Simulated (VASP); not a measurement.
Write the native input for VASP 6.6.1 that does the following.

- Task: single point
- Functional: PBE
- Potentials or basis: VASP PAW PBE potentials, release 64 (Cd, Hg, S)
- Cutoff: 520 eV
- k mesh: 4 × 4 × 4
- Occupations: gaussian, width 0.1 eV
- Spin: no spin polarisation
- Dipole correction: no
- Further INCAR settings: ALGO = Normal; EDIFF = 1e-06; NBANDS = 46

The structure of Cd3HgS4 lies in POSCAR:

```
Cd3HgS4
1.0
   -2.8918208000      2.8918208000      5.7836415900
    2.8918208000     -2.8918208000      5.7836415900
    2.8918208000      2.8918208000     -5.7836415900
Cd Hg S
3 1 4
Direct
    0.5000000000      0.5000000000      0.0000000000
    0.2500000000      0.7500000000      0.5000000000
    0.7500000000      0.2500000000      0.5000000000
    0.0000000000      0.0000000000      0.0000000000
    0.6250000000      0.6250000000      0.5000000000
    0.1250000000      0.1250000000      0.5000000000
    0.8750000000      0.3750000000      0.0000000000
    0.3750000000      0.8750000000      0.0000000000
```

These files were run (other wordings do the same):

INCAR

```
SYSTEM = Cd3HgS4
PREC = Accurate
ENCUT = 520
EDIFF = 1E-6
ISMEAR = 0
SIGMA = 0.1
LREAL = .FALSE.
LASPH = .TRUE.
NELM = 80
ALGO = Normal
ISIF = 2
LWAVE = .FALSE.
LCHARG = .TRUE.
GGA = PE
LELF = .TRUE.
LVHAR = .TRUE.
NBANDS = 46
```

KPOINTS

```
regular mesh
0
G
  4 4 4
  0 0 0
```

Potentials or basis: VASP PAW PBE potentials, release 64 (Cd, Hg, S).

The run is started by

```console
$ cat potpaw_PBE.64/Cd/POTCAR potpaw_PBE.64/Hg/POTCAR potpaw_PBE.64/S/POTCAR > POTCAR
$ mpirun -np 1 vasp_std > vasp.out
```

It gave:

```
Pressure               : 5.6 GPa
Largest force          : 0.204 eV/Å
Band gap on the k mesh : 0.78 eV, direct
```

Caveat: spin-orbit coupling is left out, which moves the levels of the heavy elements.

Run time: 3.2 min on 1 thread of Intel(R) Xeon(R) 6975P-C (Granite Rapids), on a shared host, peak memory 0.44 GiB.
